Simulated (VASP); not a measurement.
# HfN in VASP: further runs

The runs below take HfN through electric field gradients, with LDA.

Everything below comes from runs of VASP 6.6.1. Logs are shortened: lines on timing, memory, paths and dates and some standing lists are left out, and cuts for length are marked.

## Step 1: The cell of the first run

Symmetry: I4/mmm, No. 139, tetragonal system. Conventional cell: a = 3.259 Å, b = 3.259 Å, c = 4.518 Å, α = 90.00°, β = 90.00°, γ = 90.00°. Hf (site symmetry 4/mmm) has 6 N at 2.26 to 2.30 Å within 3.0 Å. Within 3.0 Å of N (site symmetry 4/mmm) lie 6 Hf at 2.26 to 2.30 Å.

## Step 2: Electric field gradients, LDA (equal xx and yy strain of +2 %)

File INCAR:

```
  ALGO = Normal
  EDIFF = 1E-8
  ENCUT = 520
  GGA = CA
  ISIF = 2
  ISMEAR = -1
  LASPH = True
  LCHARG = False
  LEFG = True
  LREAL = False
  LWAVE = False
  NBANDS = 14
  NELM = 60
  PREC = Accurate
  SIGMA = 0.03
```

File KPOINTS:

```
k-points
0
Gamma
  10 10 10
```

File POSCAR:

```
HfN
1.0
    0.0000000000      2.3041800000      2.2590000000
    2.3041800000      0.0000000000      2.2590000000
    2.3041800000      2.3041800000      0.0000000000
Hf N
1 1
Direct
    0.0000000000      0.0000000000      0.0000000000
    0.5000000000      0.5000000000      0.5000000000
```

Potentials or basis: VASP PAW LDA potentials, release 64 (Hf_pv, N).

The run is started by

```
> cat potpaw_LDA.64/Hf_pv/POTCAR potpaw_LDA.64/N/POTCAR > POTCAR
> mpirun -np 1 vasp_std > vasp.out
```

OUTCAR:

```text
EDIFF = 1E-8
   ENCUT = 520
   GGA = CA
   ISIF = 2
   ISMEAR = -1
   LASPH = True
   LREAL = False
   NELM = 60
   PREC = Accurate

 ion  position               nearest neighbor table
   1  0.000  0.000  0.000-   2 2.26   2 2.26   2 2.30   2 2.30   2 2.30   2 2.30
   2  0.500  0.500  0.500-   1 2.26   1 2.26   1 2.30   1 2.30   1 2.30   1 2.30

  LATTYP: Found a body centered tetragonal cell.
 ALAT       =     3.2586026061
 C/A-ratio  =     1.3864838847

  Lattice vectors:

 A1 = (   0.0000000000,  -2.3041800000,  -2.2590000000)
 A2 = (   0.0000000000,   2.3041800000,  -2.2590000000)
 A3 = (   2.3041800000,   0.0000000000,   2.2590000000)

Analysis of symmetry for initial positions (statically):
=====================================================================
 Subroutine PRICEL returns:
 Original cell was already a primitive cell.

 Routine SETGRP: Setting up the symmetry group for a
 body centered tetragonal supercell.

 Subroutine GETGRP returns: Found 16 space group operations
 (whereof 16 operations were pure point group operations)
 out of a pool of 16 trial point group operations.

The static configuration has the point symmetry D_4h.

Analysis of symmetry for dynamics (positions and initial velocities):
=====================================================================
 Subroutine PRICEL returns:
 Original cell was already a primitive cell.

 Routine SETGRP: Setting up the symmetry group for a
 body centered tetragonal supercell.

 Subroutine GETGRP returns: Found 16 space group operations
 (whereof 16 operations were pure point group operations)
 out of a pool of 16 trial point group operations.

The dynamic configuration has the point symmetry D_4h.

 Subroutine INISYM returns: Found 16 space group operations
 (whereof 16 operations are pure point group operations),
 and found     1 'primitive' translations

----------------------------------------------------------------------------------------

                                     Primitive cell

  volume of cell :      23.9872

  direct lattice vectors                    reciprocal lattice vectors
     0.000000000  2.304180000  2.259000000    -0.216996936  0.216996936  0.221336875
     2.304180000  0.000000000  2.259000000     0.216996936 -0.216996936  0.221336875
     2.304180000  2.304180000  0.000000000     0.216996936  0.216996936 -0.221336875

  length of vectors
     3.226813672  3.226813672  3.258602606     0.378371976  0.378371976  0.378371976

  position of ions in fractional coordinates (direct lattice)
     0.000000000  0.000000000  0.000000000
     0.500000000  0.500000000  0.500000000

  ion indices of the primitive-cell ions
   primitive index   ion index
                 1           1
                 2           2

----------------------------------------------------------------------------------------

 KPOINTS: k-points

Automatic generation of k-mesh.
 Grid dimensions read from file:
 generate k-points for:   10   10   10

 Generating k-lattice:

  Cartesian coordinates                     Fractional coordinates (reciprocal lattice)
    -0.021699694  0.021699694  0.022133687     0.100000000  0.000000000  0.000000000
     0.021699694 -0.021699694  0.022133687     0.000000000  0.100000000  0.000000000
     0.021699694  0.021699694 -0.022133687     0.000000000  0.000000000  0.100000000

  Length of vectors
     0.037837198  0.037837198  0.037837198

  Shift w.r.t. Gamma in fractional coordinates (k-lattice)
     0.000000000  0.000000000  0.000000000

 Subroutine IBZKPT returns following result:
 ===========================================

 Found    102 irreducible k-points:

 Following reciprocal coordinates:
            Coordinates               Weight
  0.000000  0.000000  0.000000      1.000000
  0.100000  0.000000  0.000000      8.000000
  0.200000  0.000000  0.000000      8.000000
  0.300000  0.000000  0.000000      8.000000
  0.400000  0.000000  0.000000      8.000000
  0.500000 -0.000000  0.000000      4.000000
[... 16 lines left out ...]
  0.300000  0.300000  0.000000      2.000000
  0.400000  0.300000  0.000000      8.000000
 [... further k-points ...]
   k-points           NKPTS =    102   k-points in BZ     NKDIM =    102   number of bands    NBANDS=     14
   number of dos      NEDOS =    301   number of ions     NIONS =      2
   total plane-waves  NPLWV =  13824
   dimension x,y,z NGX =    24 NGY =   24 NGZ =   24
   dimension x,y,z NGXF=    48 NGYF=   48 NGZF=   48
   ions per type =               1   1
   NGX,Y,Z   is equivalent  to a cutoff of  12.36, 12.36, 12.24 a.u.
   NGXF,Y,Z  is equivalent  to a cutoff of  24.73, 24.73, 24.49 a.u.
 SYSTEM =  unknown system
   PREC   = accura    normal or accurate (medium, high low for compatibility)
   ISTART =      0    job   : 0-new  1-cont  2-samecut
   ICHARG =      2    charge: 1-file 2-atom 10-const
   ISPIN  =      1    spin polarized calculation?
   LNONCOLLINEAR =      F non collinear calculations
   LSORBIT =      F    spin-orbit coupling
   LASPH  =      T    aspherical Exc in radial PAW
   ENCUT  =  520.0 eV  38.22 Ry    6.18 a.u.   6.00  6.00  6.06*2*pi/ulx,y,z
   NELM   =     60;   NELMIN=  2; NELMDL= -5     # of ELM steps
   EDIFF  = 0.1E-07   stopping-criterion for ELM
   LREAL  =      F    real-space projection
   EDIFFG = 0.1E-06   stopping-criterion for IOM
   NSW    =      0    number of steps for IOM
   IBRION =     -1    ionic relax: 0-MD 1-quasi-New 2-CG
   NFREE  =      0    steps in history (QN), initial steepest desc. (CG)
   ISIF   =      2    stress and relaxation
   ISYM   =      2    0-nonsym 1-usesym 2-fastsym
   POTIM  = 0.5000    time-step for ionic-motion
   TEBEG  =    0.0;   TEEND  =   0.0 temperature during run
   PSTRESS=    0.0 pullay stress
   NELECT =      15.0000    total number of electrons
   NUPDOWN=      -1.0000    fix difference up-down
   EMIN   =  10.00;   EMAX   =-10.00  energy-range for DOS
   EFERMI =   0.00;   METHOD = LEGACY
   ISMEAR =    -1;   SIGMA  =   0.03  broadening in eV -4-tet -1-fermi 0-gaus
   EFERMI_NEDOS =   21; number of points for ismear=-14 and -15
   IALGO  =     38    algorithm
   IMIX   =      4    mixing-type and parameters
     AMIX     =   0.40;   BMIX     =  1.00
     AMIX_MAG =   1.60;   BMIX_MAG =  1.00
  volume/ion in A,a.u.               =      11.99        80.94
  Fermi-wavevector in a.u.,A,eV,Ry     =   1.399949  2.645520 26.665479  1.959857
  Thomas-Fermi vector in A             =   2.522958
   LORBIT       =      0    0 simple, 1 ext, 2 COOP (PROOUT), +10 PAW based schemes
   GGA     = CA    functional components
   LHFCALC =     F    Hartree Fock is set to
   AEXX    =    0.0000 exact exchange contribution
   IVDW    =     0    specifies the selected vdW correction
   LEPSILON=     F    determine dielectric tensor
   LRPA    =     F    only Hartree local field effects (RPA)
 non-spin polarized calculation
  energy-cutoff  :      520.00
  volume of cell :       23.99
 maximum number of plane-waves:       662
   NGX = 11   NGY = 11   NGZ = 13

 number of electron      15.0000001 magnetization

 Free energy of the ion-electron system (eV)
  ---------------------------------------------------
  ext. energy  EPLUGINS =         0.00000000
  ---------------------------------------------------
  free energy    TOTEN  =       -23.73973749 eV

  energy without entropy =      -23.73727863  energy(sigma->0) =      -23.73850806

 E-fermi :   7.8631     XC(G=0): -12.7760

 val. band max:        7.8272034589   @ k =  -0.4000   0.4000   0.2000
 cond. band min:       7.8635321817   @ k =  -0.2000   0.4000   0.2000
 fundamental gap:      0.0363287227
 Fermi energy:         7.8630751167

 k-point     1 :       0.0000    0.0000    0.0000
  band No.  band energies     occupation
      1     -23.2548      2.00000
      2     -23.2548      2.00000
      3     -23.2308      2.00000
      4      -9.1663      2.00000
      5       4.8998      2.00000
      6       4.8998      2.00000
      7       4.9911      2.00000
      8       7.4008      2.00000
      9       7.4008      2.00000
     10       7.6069      1.99961
     11       9.2238      0.00000
     12       9.5054      0.00000
     13      10.0253      0.00000
     14      17.4015      0.00000
[... 377 lines left out ...]
      1     -23.8379      2.00000
      2     -23.4961      2.00000
      3     -23.4776      2.00000
      4      -7.7554      2.00000
      5       1.4344      2.00000
      6       3.3301      2.00000
      7       3.7704      2.00000
      8       5.4209      2.00000
      9      11.6070      0.00000
     10      12.0452      0.00000
     11      12.3589      0.00000
     12      12.3722      0.00000
     13      16.8477      0.00000
     14      18.7624      0.00000

 [... further k-points ...]

------------------------ aborting loop because EDIFF is reached ----------------------------------------

  FORCE on cell =-STRESS in cart. coord.  units (eV):
  Direction    XX          YY          ZZ          XY          YZ          ZX
  --------------------------------------------------------------------------------------
  -------------------------------------------------------------------------------------
  Total       -3.3083702     -3.3083702     -2.2934071      0.0000000     -0.0000000      0.0000000
  in kB     -220.9762744   -220.9762744   -153.1837499      0.0000000     -0.0000000      0.0000000
  external PRESSURE =    -198.3787662 kB  Pullay stress =       0.0000000 kB

 VOLUME and BASIS-vectors are now :
 -----------------------------------------------------------------------------
  energy-cutoff  :      520.00
  volume of cell :       23.99
      direct lattice vectors                 reciprocal lattice vectors
     0.000000000  2.304180000  2.259000000    -0.216996936  0.216996936  0.221336875
     2.304180000  0.000000000  2.259000000     0.216996936 -0.216996936  0.221336875
     2.304180000  2.304180000  0.000000000     0.216996936  0.216996936 -0.221336875

 POSITION                                       TOTAL-FORCE (eV/Angst)
 -----------------------------------------------------------------------------------
      0.00000      0.00000      0.00000         0.000000      0.000000     -0.000000
      2.30418      2.30418      2.25900        -0.000000      0.000000      0.000000
 -----------------------------------------------------------------------------------
    total drift:                                0.000000     -0.000000     -0.000000

  FREE ENERGIE OF THE ION-ELECTRON SYSTEM (eV)
  ---------------------------------------------------
  free  energy   TOTEN  =       -23.7397374877 eV

  energy  without entropy=      -23.7372786337  energy(sigma->0) =      -23.73850806

 Electric field gradients (V/A^2)
---------------------------------------------------------------------
 ion       V_xx      V_yy      V_zz      V_xy      V_xz      V_yz
---------------------------------------------------------------------
   1      37.333    37.333   -74.666     0.000    -0.000    -0.000
   2       3.656     3.656    -7.311    -0.000    -0.000    -0.000
---------------------------------------------------------------------

 Electric field gradients after diagonalization (V/A^2)
 (convention: |V_zz| > |V_xx| > |V_yy|)
----------------------------------------------------------------------
 ion       V_xx      V_yy      V_zz     asymmetry (V_yy - V_xx)/ V_zz
----------------------------------------------------------------------
   1      37.333    37.333   -74.666       0.000
   2       3.656     3.655    -7.311       0.000
----------------------------------------------------------------------

           NMR quadrupolar parameters

 Cq : quadrupolar parameter    Cq=e*Q*V_zz/h
 eta: asymmetry parameters     (V_yy - V_xx)/ V_zz
 Q  : nuclear electric quadrupole moment in mb (millibarn)
----------------------------------------------------------------------
 ion       Cq(MHz)       eta       Q (mb)
----------------------------------------------------------------------
   1      -0.181       0.000       1.000
   2      -0.018       0.000       1.000
----------------------------------------------------------------------
```

It took 26 s on 1 thread of Intel Xeon Platinum 8259CL at 2.50GHz (Skylake/Cascade Lake), shared host; peak memory 0.15 GiB.

Results:

* Free energy: -23.7397 eV
* Pressure: -19.8 GPa

Stress tensor (GPa, compression positive):
```
-22.10   0.00   0.00
  0.00 -22.10   0.00
  0.00   0.00 -15.32
```

Electric field gradients, principal values (V/Å²):
| atom | least | middle | greatest (by size) |
| --- | --- | --- | --- |
| 1 Hf | 37.333 | 37.333 | -74.666 |
| 2 N | 3.655 | 3.656 | -7.311 |

Caveat: the cell differs from its parent crystal (equal xx and yy strain of +2 %); without QUAD_EFG the Cq values of the log hold for a quadrupole moment of 1 mb, not for the nuclei; spin-orbit coupling is left out, which moves the levels of the heavy elements.

[end of part 1 of 3]
